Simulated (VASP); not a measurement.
# Mg (I4/mmm) in VASP: a series of runs

Runs on Mg. Level: PBEsol. Tasks: relaxation of cell and atoms.

Everything below comes from runs of VASP 6.6.1. Logs are shortened: lines on timing, memory, paths and dates and some standing lists are left out, and cuts for length are marked.

## 1. The cell of the first run

It takes space group I4/mmm (No. 139, tetragonal). Conventional cell: a = 3.632 Å, b = 3.632 Å, c = 3.385 Å, α = 90.00°, β = 90.00°, γ = 90.00°. Mg (site symmetry 4/mmm) has 14 Mg at 3.08 to 3.63 Å within 4.0 Å.

## 2. Relaxation of cell and atoms, PBEsol, target pressure 1 GPa, at which the enthalpy is minimised

Input file INCAR:

```
SYSTEM = Mg
PREC = Accurate ; ENCUT = 600
EDIFF = 1E-7 ; ISMEAR = 0
SIGMA = 0.1 ; LREAL = .False.
LASPH = .True. ; NELM = 100
ALGO = Normal ; ISIF = 3
LWAVE = .False. ; LCHARG = .False.
GGA = PS ; IBRION = 2
NSW = 70 ; EDIFFG = -0.008
PSTRESS = 10.0
```

Input file KPOINTS:

```
Automatic mesh
0
Gamma
  16 16 16
  0 0 0
```

Input file POSCAR:

```
Mg
1.0
   -1.8158637189      1.8158637189      1.6923739866
    1.8158637189     -1.8158637189      1.6923739866
    1.8158637189      1.8158637189     -1.6923739866
Mg
1
Direct
    0.0000000000      0.0000000000      0.0000000000
```

Potentials or basis: VASP PAW PBE potentials, release 64 (Mg).

Launch:

```bash
> cat potpaw_PBE.64/Mg/POTCAR > POTCAR
> mpirun -np 1 vasp_std > vasp.out
```

OUTCAR:

```text
SYSTEM = Mg
   PREC = Accurate
   ENCUT = 600
   EDIFF = 1E-7
   ISMEAR = 0
   LREAL = .False.
   LASPH = .True.
   NELM = 100
   ISIF = 3
   GGA = PS
   IBRION = 2
   NSW = 70
   EDIFFG = -0.008
   PSTRESS = 10.0

 ion  position               nearest neighbor table
   1  0.000  0.000  0.000-

  LATTYP: Found a body centered tetragonal cell.
 ALAT       =     3.6317274378
 C/A-ratio  =     0.9319939426

  Lattice vectors:

 A1 = (  -1.8158637189,   1.8158637189,   1.6923739866)
 A2 = (   1.8158637189,  -1.8158637189,   1.6923739866)
 A3 = (   1.8158637189,   1.8158637189,  -1.6923739866)

Analysis of symmetry for initial positions (statically):
=====================================================================
 Subroutine PRICEL returns:
 Original cell was already a primitive cell.

 Routine SETGRP: Setting up the symmetry group for a
 body centered tetragonal supercell.

 Subroutine GETGRP returns: Found 16 space group operations
 (whereof 16 operations were pure point group operations)
 out of a pool of 16 trial point group operations.

The static configuration has the point symmetry D_4h.

Analysis of symmetry for dynamics (positions and initial velocities):
=====================================================================
 Subroutine PRICEL returns:
 Original cell was already a primitive cell.

 Routine SETGRP: Setting up the symmetry group for a
 body centered tetragonal supercell.

 Subroutine GETGRP returns: Found 16 space group operations
 (whereof 16 operations were pure point group operations)
 out of a pool of 16 trial point group operations.

The dynamic configuration has the point symmetry D_4h.

 Subroutine INISYM returns: Found 16 space group operations
 (whereof 16 operations are pure point group operations),
 and found     1 'primitive' translations

----------------------------------------------------------------------------------------

                                     Primitive cell

  volume of cell :      22.3215

  direct lattice vectors                    reciprocal lattice vectors
    -1.815863719  1.815863719  1.692373987     0.000000000  0.275351060  0.295442972
     1.815863719 -1.815863719  1.692373987     0.275351060  0.000000000  0.295442972
     1.815863719  1.815863719 -1.692373987     0.275351060  0.275351060  0.000000000

  length of vectors
     3.075524638  3.075524638  3.075524638     0.403862298  0.403862298  0.389405204

  position of ions in fractional coordinates (direct lattice)
     0.000000000  0.000000000  0.000000000

  ion indices of the primitive-cell ions
   primitive index   ion index
                 1           1

----------------------------------------------------------------------------------------

 KPOINTS: Automatic mesh

Automatic generation of k-mesh.
 Grid dimensions read from file:
 generate k-points for:   16   16   16

 Generating k-lattice:

  Cartesian coordinates                     Fractional coordinates (reciprocal lattice)
     0.000000000  0.017209441  0.018465186     0.062500000  0.000000000 -0.000000000
     0.017209441  0.000000000  0.018465186     0.000000000  0.062500000 -0.000000000
     0.017209441  0.017209441  0.000000000     0.000000000  0.000000000  0.062500000

  Length of vectors
     0.025241394  0.025241394  0.024337825

  Shift w.r.t. Gamma in fractional coordinates (k-lattice)
     0.000000000  0.000000000  0.000000000

 Subroutine IBZKPT returns following result:
 ===========================================

 Found    349 irreducible k-points:

 Following reciprocal coordinates:
            Coordinates               Weight
  0.000000  0.000000  0.000000      1.000000
  0.062500 -0.000000  0.000000      8.000000
  0.125000 -0.000000  0.000000      8.000000
  0.187500 -0.000000  0.000000      8.000000
  0.250000 -0.000000  0.000000      8.000000
  0.312500 -0.000000  0.000000      8.000000
[... 16 lines left out ...]
 -0.125000  0.062500 -0.000000     16.000000
 -0.062500  0.062500  0.000000      4.000000
 [... further k-points ...]
   k-points           NKPTS =    349   k-points in BZ     NKDIM =    349   number of bands    NBANDS=      5
   number of dos      NEDOS =    301   number of ions     NIONS =      1
   total plane-waves  NPLWV =  21952
   dimension x,y,z NGX =    28 NGY =   28 NGZ =   28
   dimension x,y,z NGXF=    56 NGYF=   56 NGZF=   56
   ions per type =               1
   NGX,Y,Z   is equivalent  to a cutoff of  15.14, 15.14, 15.14 a.u.
   NGXF,Y,Z  is equivalent  to a cutoff of  30.27, 30.27, 30.27 a.u.
 SYSTEM =  Mg
   PREC   = accura    normal or accurate (medium, high low for compatibility)
   ISTART =      0    job   : 0-new  1-cont  2-samecut
   ICHARG =      2    charge: 1-file 2-atom 10-const
   ISPIN  =      1    spin polarized calculation?
   LNONCOLLINEAR =      F non collinear calculations
   LSORBIT =      F    spin-orbit coupling
   LASPH  =      T    aspherical Exc in radial PAW
   ENCUT  =  600.0 eV  44.10 Ry    6.64 a.u.   6.14  6.14  6.14*2*pi/ulx,y,z
   NELM   =    100;   NELMIN=  2; NELMDL= -5     # of ELM steps
   EDIFF  = 0.1E-06   stopping-criterion for ELM
   LREAL  =      F    real-space projection
   EDIFFG = -.8E-02   stopping-criterion for IOM
   NSW    =     70    number of steps for IOM
   IBRION =      2    ionic relax: 0-MD 1-quasi-New 2-CG
   NFREE  =      1    steps in history (QN), initial steepest desc. (CG)
   ISIF   =      3    stress and relaxation
   ISYM   =      2    0-nonsym 1-usesym 2-fastsym
   POTIM  = 0.5000    time-step for ionic-motion
   TEBEG  =    0.0;   TEEND  =   0.0 temperature during run
   PSTRESS=   10.0 pullay stress
   NELECT =       2.0000    total number of electrons
   NUPDOWN=      -1.0000    fix difference up-down
   EMIN   =  10.00;   EMAX   =-10.00  energy-range for DOS
   EFERMI =   0.00;   METHOD = LEGACY
   ISMEAR =     0;   SIGMA  =   0.10  broadening in eV -4-tet -1-fermi 0-gaus
   EFERMI_NEDOS =   21; number of points for ismear=-14 and -15
   IALGO  =     38    algorithm
   IMIX   =      4    mixing-type and parameters
     AMIX     =   0.40;   BMIX     =  1.00
     AMIX_MAG =   1.60;   BMIX_MAG =  1.00
  volume/ion in A,a.u.               =      22.32       150.63
  Fermi-wavevector in a.u.,A,eV,Ry     =   0.732561  1.384340  7.301510  0.536646
  Thomas-Fermi vector in A             =   1.825054
   LORBIT       =      0    0 simple, 1 ext, 2 COOP (PROOUT), +10 PAW based schemes
   GGA     = PS    functional components
   LHFCALC =     F    Hartree Fock is set to
   AEXX    =    0.0000 exact exchange contribution
   IVDW    =     0    specifies the selected vdW correction
   LEPSILON=     F    determine dielectric tensor
   LRPA    =     F    only Hartree local field effects (RPA)
 conjugate gradient relaxation of ions
 non-spin polarized calculation
 Gauss-broadening in eV      SIGMA  =   0.10
  energy-cutoff  :      600.00
  volume of cell :       22.32
 maximum number of plane-waves:       763
 NGX is ok and might be reduce to    28
   NGX = 13   NGY = 13   NGZ = 13

--------------------------------------- Ionic step        1  -------------------------------------------

 number of electron       2.0000000 magnetization

 Free energy of the ion-electron system (eV)
  ---------------------------------------------------
  ext. energy  EPLUGINS =         0.00000000
  ---------------------------------------------------
  free energy    TOTEN  =        -1.69645474 eV

  energy without entropy =       -1.69463954  energy(sigma->0) =       -1.69554714

------------------------ aborting loop because EDIFF is reached ----------------------------------------

  FORCE on cell =-STRESS in cart. coord.  units (eV):
  Direction    XX          YY          ZZ          XY          YZ          ZX
  --------------------------------------------------------------------------------------
  -------------------------------------------------------------------------------------
  Total        0.0409140      0.0409140      0.0419038      0.0000000      0.0000000      0.0000000
  in kB        2.9367005      2.9367005      3.0077494      0.0000000      0.0000000      0.0000000
  external PRESSURE =      -7.0396165 kB  Pullay stress =      10.0000000 kB
[... 59 lines left out ...]
  enthalpy is  TOTEN    =        -1.5579798310 eV   P V=        0.1373514096

--------------------------------------- Ionic step        3  -------------------------------------------

 number of electron       2.0000000 magnetization

 Free energy of the ion-electron system (eV)
  ---------------------------------------------------
  ext. energy  EPLUGINS =         0.00000000
  ---------------------------------------------------
  free energy    TOTEN  =        -1.69487793 eV

  energy without entropy =       -1.69311894  energy(sigma->0) =       -1.69399843

 E-fermi :   2.9025     XC(G=0):  -8.6813

 val. band max:        2.8882371605   @ k =   0.3125   0.1875   0.1875
 cond. band min:       2.9048107896   @ k =   0.3750   0.1875   0.0625
 fundamental gap:      0.0165736291
 Fermi energy:         2.9025161959

 k-point     1 :       0.0000    0.0000    0.0000
  band No.  band energies     occupation
      1      -4.2918      2.00000
      2      15.2281      0.00000
      3      16.7097      0.00000
      4      16.7097      0.00000
      5      17.4321      0.00000

 k-point     2 :       0.0625   -0.0000    0.0000
  band No.  band energies     occupation
      1      -4.1945      2.00000
      2      14.7939      0.00000
      3      15.5498      0.00000
      4      16.1660      0.00000
      5      16.6003      0.00000
[... 169 lines left out ...]
 k-point    24 :      -0.0625    0.0625    0.0000
  band No.  band energies     occupation
      1      -4.2013      2.00000
      2      14.1805      0.00000
      3      16.2896      0.00000
      4      16.3433      0.00000
      5      16.7198      0.00000

 [... further k-points ...]
[... 5 lines left out ...]
  --------------------------------------------------------------------------------------
  -------------------------------------------------------------------------------------
  Total        0.1344752      0.1344752      0.1410942      0.0000000      0.0000000      0.0000000
  in kB        9.8256361      9.8256361     10.3092637      0.0000000      0.0000000      0.0000000
  external PRESSURE =      -0.0131547 kB  Pullay stress =      10.0000000 kB
[... 16 lines left out ...]
  FREE ENERGIE OF THE ION-ELECTRON SYSTEM (eV)
  ---------------------------------------------------
  free  energy   TOTEN  =        -1.6948779270 eV

  energy  without entropy=       -1.6931189389  energy(sigma->0) =       -1.69399843

  enthalpy is  TOTEN    =        -1.5580163932 eV   P V=        0.1368615338

 reached required accuracy - stopping structural energy minimisation
```

Wall time 1.7 min (1 thread of Intel Xeon 8259CL, shared host); peak memory 0.2 GiB.

What came out:

```yaml
Free_energy: -1.6949 eV
Relaxed_volume: 21.93 Å³/atom
Relaxed_cell: a = 3.057 Å, b = 3.057 Å, c = 3.057 Å, α = 107.63°, β = 107.63°, γ = 113.23°
Space_group_after_relaxing_to_0.1_Å: I4/mmm (No. 139)
Energy_change_on_relaxing_the_run_minimises_the_enthalpy: +1.6 meV/atom
Ionic_steps: 3
Pressure_after_relaxing: 1.0 GPa
Band_gap_on_the_k_mesh: zero (bands 1 and 2 overlap by 4.67 eV)
```

Step by step:
```
step  energy change (eV)  largest force (eV/Å)  pressure (GPa)  volume (Å³)
   1              0.0000                0.0000            0.30        22.32
   2              0.0011                0.0000            0.85        22.01
   3              0.0016                0.0000            1.00        21.93
```

Final structure:
```
CELL_PARAMETERS angstrom
-1.80508 1.80508 1.68243
1.80508 -1.80508 1.68243
1.80508 1.80508 -1.68243
ATOMIC_POSITIONS crystal
Mg 0.00000 0.00000 0.00000
```

Levels at points of the mesh, in eV from the Fermi level:
| k point | band 1 | band 2 | band 3 | band 4 | band 5 |
| --- | --- | --- | --- | --- | --- |
| (0.00, 0.00, 0.00) | -7.19 | 12.33 | 13.81 | 13.81 | 14.53 |
| (0.50, 0.00, 0.00) | -1.49 | -0.77 | 8.34 | 9.26 | 10.02 |
| (0.50, 0.50, 0.00) | -1.81 | -1.29 | 9.63 | 10.50 | 11.42 |
| (0.50, 0.50, 0.50) | 3.39 | 3.39 | 3.62 | 4.16 | 5.12 |

Caveat: the cell is relaxed towards a set pressure, so the run minimises the enthalpy, not the energy; the PAW data sets were made with another functional, which shifts forces and pressure a little.

(Continued in part 2 of 2.)
